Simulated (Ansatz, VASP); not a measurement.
**C in VASP and in Ansatz**

File INCAR:

```
  ALGO = Normal
  EDIFF = 1E-6
  ENCUT = 520
  GGA = CA
  ISIF = 2
  ISMEAR = -1
  LASPH = T
  LCHARG = T
  LELF = T
  LREAL = F
  LVHAR = T
  LWAVE = F
  NBANDS = 16
  NELM = 60
  PREC = Accurate
  SIGMA = 0.05
```

Contents of KPOINTS:

```
k-points
0
Gamma
  12 12 2
```

The input POSCAR:

```
C
1.0
    2.4562275060      0.0000000000      0.0000000000
   -1.2281137530      2.1271554177      0.0000000000
    0.0000000000      0.0000000000     24.1339601687
C
4
Direct
    0.6666666667      0.3333333333      0.5704754400
    0.3333333333      0.6666666667      0.4295245600
    0.0000000000      0.0000000000      0.4295312300
    0.0000000000      0.0000000000      0.5704687700
```

File input.yaml:

```yaml
crystal:
  lattice:
    - [2.456227506, 0.0, 0.0]
    - [-1.228113753, 2.1271554177, 0.0]
    - [0.0, 0.0, 24.1339601687]
  atoms:
    - { symbol: C, position: [0.6666666667, 0.3333333333, 0.57047544] }
    - { symbol: C, position: [0.3333333333, 0.6666666667, 0.42952456] }
    - { symbol: C, position: [0.0, 0.0, 0.42953123] }
    - { symbol: C, position: [0.0, 0.0, 0.57046877] }
kpoints:
  mp_grid: { grid: [12, 12, 2] }
  band_path:
    path:
      - [0.0, 0.0, 0.0]
      - [0.5, 0.0, 0.0]
      - [0.3333333333, 0.3333333333, 0.0]
      - [0.0, 0.0, 0.0]
      - [0.0, 0.0, 0.5]
      - [0.5, 0.0, 0.5]
      - [0.3333333333, 0.3333333333, 0.5]
      - [0.0, 0.0, 0.5]
    npoints: 6
scf:
  occupations: { method: fermi_dirac, width: 0.05 }
hamiltonian:
  xc: lda
  pseudopotentials: { kind: all_electron, lapw: { basis_error: 0.002 } }
output:
  forces: true
  stress: true
  eigenvalues: true
```

Alike in both runs: functional LDA; k mesh 12 × 12 × 2; occupations fermi-dirac, width 0.05 eV; no spin polarisation.

|  | VASP | Ansatz |
| --- | --- | --- |
| version | VASP 6.6.1 | Ansatz 0.2.0 |
| potentials or method | VASP PAW LDA potentials, release 64 (C), cutoff 520 eV | all-electron LAPW, scalar-relativistic |
| task | single point | band structure |

```tsv
	VASP	Ansatz	Ansatz less VASP
gap on the k mesh at the Fermi level (eV)	none	none	-
rms of the force components (eV/Å)	0.010	0.009	0.0000
```

LDA's correlation is that of Perdew and Zunger in VASP and of Perdew and Wang (1992) in Ansatz. Atom by atom the forces differ by 0.000 eV/Å (rms over components). A gap of «none» marks a metal or a gap that the smearing closes. Ansatz ran all-electron here, and VASP with PAW potentials.
